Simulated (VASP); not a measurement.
A run of VASP 6.6.1 is set up as follows.

File POSCAR:

```
LiBe
1.0
    2.8100000000      0.0000000000      0.0000000000
    0.0000000000      2.8100000000      0.0000000000
    0.0000000000      0.0000000000      2.8100000000
Li Be
1 1
Direct
    0.0000000000      0.0000000000      0.0000000000
    0.5000000000      0.5000000000      0.5000000000
```

Contents of INCAR.step1:

```
SYSTEM = LiBe
PREC = Accurate
ENCUT = 600
ISMEAR = 1
SIGMA = 0.1
LREAL = .FALSE.
LASPH = .TRUE.
NELM = 100
GGA = PE
ALGO = Normal
EDIFF = 1E-4
LWAVE = .TRUE.
LCHARG = .FALSE.
```

File INCAR.step2:

```
SYSTEM = LiBe
PREC = Accurate
ENCUT = 600
EDIFF = 1E-6
ISMEAR = 1
SIGMA = 0.1
LREAL = .FALSE.
LASPH = .TRUE.
NELM = 100
ALGO = Normal
ISIF = 3
LWAVE = .FALSE.
LCHARG = .FALSE.
METAGGA = R2SCAN
LMIXTAU = .TRUE.
IBRION = 2
NSW = 80
EDIFFG = -0.02
PSTRESS = 200.0
ISTART = 1
```

File KPOINTS:

```
regular mesh
0
G
  7 7 7
  0 0 0
```

Potentials or basis: VASP PAW PBE potentials, release 64 (Li_sv, Be).

Command:

```sh
$ cat potpaw_PBE.64/Li_sv/POTCAR potpaw_PBE.64/Be/POTCAR > POTCAR
$ cp INCAR.step1 INCAR
$ mpirun -np 1 vasp_std > vasp.out
$ cp INCAR.step2 INCAR
$ mpirun -np 1 vasp_std > vasp.out
```

Estimate the space group after relaxing (to 0.05 Å).

Pm-3m (No. 221).

What does it give for the relaxed volume?

8.73 Å³/atom.

What does it give for the relaxed cell?

a = 2.595 Å, b = 2.595 Å, c = 2.595 Å, α = 90.00°, β = 90.00°, γ = 90.00°.

Final structure:
```
Li Be
1.0
     2.59470    0.00000    0.00000
     0.00000    2.59470    0.00000
     0.00000    0.00000    2.59470
Li Be
1 1
Direct
  0.00000 0.00000 0.00000
  0.50000 0.50000 0.50000
```

Caveat: the cutoff is under 1.25 times the usual one of these potentials, so pressure, stress and relaxed cells hold a basis-set (Pulay) error; the cell is relaxed towards a set pressure, so the enthalpy falls and the energy may rise; the volume moved by over 15 % at a fixed basis, so the end points are rough; the PAW data sets were made with another functional, which shifts forces and pressure a little.
